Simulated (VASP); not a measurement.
# Al2P (Pmmm) in VASP: notebook, part 2 of 2

VASP 6.6.1.

## 3. Single point, PBE

This run uses another cell than the first one, of 20.85 Å³/atom.

Input file INCAR:

```
SYSTEM = Al2P
  ALGO = Normal
  EDIFF = 1E-7
  ENCUT = 520
  GGA = PE
  ISIF = 2
  ISMEAR = 0
  LASPH = .True.
  LCHARG = .True.
  LELF = .True.
  LREAL = .False.
  LVHAR = .True.
  LWAVE = .False.
  NBANDS = 12
  NELM = 100
  PREC = Accurate
  SIGMA = 0.1
```

Input file KPOINTS:

```
k-points
0
Gamma
  6 4 4
  0 0 0
```

Input file POSCAR:

```
Al2P
1.0
    2.7676006200      0.0000000000      0.0000000000
    0.0000000000      3.8838369900      0.0000000000
    0.0000000000      0.0000000000      5.8182891100
Al P
2 1
Direct
    0.5000000000      0.0000000000      0.1971823000
    0.5000000000      0.0000000000      0.8028177000
    0.5000000000      0.5000000000      0.5000000000
```

Potentials or basis: VASP PAW PBE potentials, release 64 (Al, P).

On the command line:

```console
$ cat potpaw_PBE.64/Al/POTCAR potpaw_PBE.64/P/POTCAR > POTCAR
$ mpirun -np 1 vasp_std > vasp.out
```

OUTCAR:

```text
SYSTEM = Al2P
   EDIFF = 1E-7
   ENCUT = 520
   GGA = PE
   ISIF = 2
   ISMEAR = 0
   LASPH = .True.
   LREAL = .False.
   NELM = 100
   PREC = Accurate

 ion  position               nearest neighbor table
   1  0.500  0.000  0.197-   2 2.29   3 2.62   3 2.62
   2  0.500  0.000  0.803-   1 2.29   3 2.62   3 2.62
   3  0.500  0.500  0.500-   1 2.62   2 2.62   1 2.62   2 2.62

  LATTYP: Found a simple orthorhombic cell.
 ALAT       =     2.7676006200
 B/A-ratio  =     1.4033227778
 C/A-ratio  =     2.1022863877

  Lattice vectors:

 A1 = (   2.7676006200,   0.0000000000,   0.0000000000)
 A2 = (   0.0000000000,   3.8838369900,   0.0000000000)
 A3 = (   0.0000000000,   0.0000000000,   5.8182891100)

Analysis of symmetry for initial positions (statically):
=====================================================================
 Subroutine PRICEL returns:
 Original cell was already a primitive cell.

 Routine SETGRP: Setting up the symmetry group for a
 simple orthorhombic supercell.

 Subroutine GETGRP returns: Found  8 space group operations
 (whereof  8 operations were pure point group operations)
 out of a pool of  8 trial point group operations.

The static configuration has the point symmetry D_2h.

Analysis of symmetry for dynamics (positions and initial velocities):
=====================================================================
 Subroutine PRICEL returns:
 Original cell was already a primitive cell.

 Routine SETGRP: Setting up the symmetry group for a
 simple orthorhombic supercell.

 Subroutine GETGRP returns: Found  8 space group operations
 (whereof  8 operations were pure point group operations)
 out of a pool of  8 trial point group operations.

The dynamic configuration has the point symmetry D_2h.

 Subroutine INISYM returns: Found  8 space group operations
 (whereof  8 operations are pure point group operations),
 and found     1 'primitive' translations

----------------------------------------------------------------------------------------
[... 120 lines left out ...]
   GGA     = PE    functional components
   LHFCALC =     F    Hartree Fock is set to
   AEXX    =    0.0000 exact exchange contribution
   IVDW    =     0    specifies the selected vdW correction
   LEPSILON=     F    determine dielectric tensor
   LRPA    =     F    only Hartree local field effects (RPA)
 non-spin polarized calculation
 Gauss-broadening in eV      SIGMA  =   0.10
  energy-cutoff  :      520.00
  volume of cell :       62.54
 maximum number of plane-waves:      1714
 NGX is ok and might be reduce to    24
   NGX = 11   NGY = 15   NGZ = 21

 number of electron      11.0000001 magnetization

 Free energy of the ion-electron system (eV)
  ---------------------------------------------------
  ext. energy  EPLUGINS =         0.00000000
  ---------------------------------------------------
  free energy    TOTEN  =       -11.70993790 eV

  energy without entropy =      -11.69820111  energy(sigma->0) =      -11.70406950

 E-fermi :   5.6046     XC(G=0):  -9.3092

 val. band max:        5.5875632098   @ k =   0.5000   0.2500   0.0000
 cond. band min:       5.6234733041   @ k =   0.3333   0.0000   0.2500
 fundamental gap:      0.0359100943
 Fermi energy:         5.6045661872

 k-point     1 :       0.0000    0.0000    0.0000
  band No.  band energies     occupation
      1      -6.8780      2.00000
      2      -1.5422      2.00000
      3      -0.6556      2.00000
      4       2.5641      2.00000
      5       5.3699      1.99910
      6       7.2994      0.00000
      7       8.2530      0.00000
      8       8.4395      0.00000
      9       9.4139      0.00000
     10       9.4326      0.00000
     11      12.5784      0.00000
     12      13.0649      0.00000
[... 331 lines left out ...]
 k-point    24 :       0.5000    0.5000    0.2500
  band No.  band energies     occupation
      1      -3.1331      2.00000
      2       1.0589      2.00000
      3       1.0604      2.00000
      4       2.9765      2.00000
      5       3.2706      2.00000
      6       3.4407      2.00000
      7       5.2643      2.00000
      8       7.7750      0.00000
      9       8.1300      0.00000
     10       8.1814      0.00000
     11       9.6195      0.00000
     12      11.4841      0.00000

 [... further k-points ...]
[... 5 lines left out ...]
  --------------------------------------------------------------------------------------
  -------------------------------------------------------------------------------------
  Total       -3.0116004     -2.1198925      4.8370837      0.0000000      0.0000000      0.0000000
  in kB      -77.1521828    -54.3081121    123.9180228      0.0000000      0.0000000      0.0000000
  external PRESSURE =      -2.5140907 kB  Pullay stress =       0.0000000 kB

 VOLUME and BASIS-vectors are now :
 -----------------------------------------------------------------------------
  energy-cutoff  :      520.00
  volume of cell :       62.54
      direct lattice vectors                 reciprocal lattice vectors
     2.767600620  0.000000000  0.000000000     0.361323810  0.000000000  0.000000000
     0.000000000  3.883836990  0.000000000     0.000000000  0.257477336  0.000000000
     0.000000000  0.000000000  5.818289110     0.000000000  0.000000000  0.171871831

 POSITION                                       TOTAL-FORCE (eV/Angst)
 -----------------------------------------------------------------------------------
      1.38380      0.00000      1.14726         0.000000      0.000000      3.221877
      1.38380      0.00000      4.67103         0.000000      0.000000     -3.221877
      1.38380      1.94192      2.90914         0.000000      0.000000      0.000000
 -----------------------------------------------------------------------------------
    total drift:                               -0.000000      0.000000     -0.000000

  FREE ENERGIE OF THE ION-ELECTRON SYSTEM (eV)
  ---------------------------------------------------
  free  energy   TOTEN  =       -11.7099378965 eV

  energy  without entropy=      -11.6982011060  energy(sigma->0) =      -11.70406950
```

OSZICAR:

```text
N       E                     dE             d eps       ncg     rms          rms(c)
DAV:   1     0.154930326599E+02    0.15493E+02   -0.37704E+03   864   0.680E+02
DAV:   2    -0.104767798330E+02   -0.25970E+02   -0.24638E+02  1112   0.999E+01
DAV:   3    -0.118148462063E+02   -0.13381E+01   -0.13190E+01  1092   0.207E+01
DAV:   4    -0.118306856813E+02   -0.15839E-01   -0.15830E-01  1044   0.278E+00
DAV:   5    -0.118309815395E+02   -0.29586E-03   -0.29581E-03  1116   0.383E-01    0.383E+00
DAV:   6    -0.117410854891E+02    0.89896E-01   -0.69199E-02   980   0.116E+00    0.226E+00
DAV:   7    -0.117103473840E+02    0.30738E-01   -0.89704E-02   992   0.138E+00    0.262E-01
DAV:   8    -0.117098950017E+02    0.45238E-03   -0.89370E-03  1008   0.509E-01    0.581E-02
DAV:   9    -0.117099184713E+02   -0.23470E-04   -0.27385E-04  1060   0.997E-02    0.411E-02
DAV:  10    -0.117099380741E+02   -0.19603E-04   -0.42600E-05  1044   0.373E-02    0.590E-03
DAV:  11    -0.117099376829E+02    0.39120E-06   -0.60630E-06  1048   0.124E-02    0.449E-03
DAV:  12    -0.117099378888E+02   -0.20593E-06   -0.61883E-07  1064   0.454E-03    0.102E-03
DAV:  13    -0.117099378965E+02   -0.77054E-08   -0.57087E-08   696   0.138E-03
   1 F= -.11709938E+02 E0= -.11704070E+02  d E =-.117368E-01
```

stdout:

```text
POSCAR found type information on POSCAR AlP
 POSCAR found :  2 types and       3 ions
 scaLAPACK will be used
 LDA part: xc-table for (Slater+PW92), standard interpolation
 POSCAR, INCAR and KPOINTS ok, starting setup
 FFT: planning ... GRIDC
 FFT: planning ... GRID_SOFT
 FFT: planning ... GRID
 WAVECAR not read
 entering main loop
```

It took 22 s on 1 thread of AMD EPYC 7R13 (Zen 3), shared host; peak memory 0.15 GiB.

What came out:

| Quantity | Value |
| --- | --- |
| Free energy | -11.7099 eV |
| Pressure | -0.3 GPa |
| Largest force | 3.222 eV/Å |
| Band gap on the k mesh | zero (an odd number of electrons rules out a gap without spin polarisation) |

Forces in eV/Å, atoms in the order of the input:
```
Al   0.000  0.000  3.222
Al   0.000  0.000 -3.222
P    0.000  0.000  0.000
```

Caveat: the k points lie up to 0.40 Å⁻¹ apart, too coarse for converged energies and pressures of a metal; forces of over 1 eV/Å act on the atoms, so gaps and moduli don't describe the material at rest.
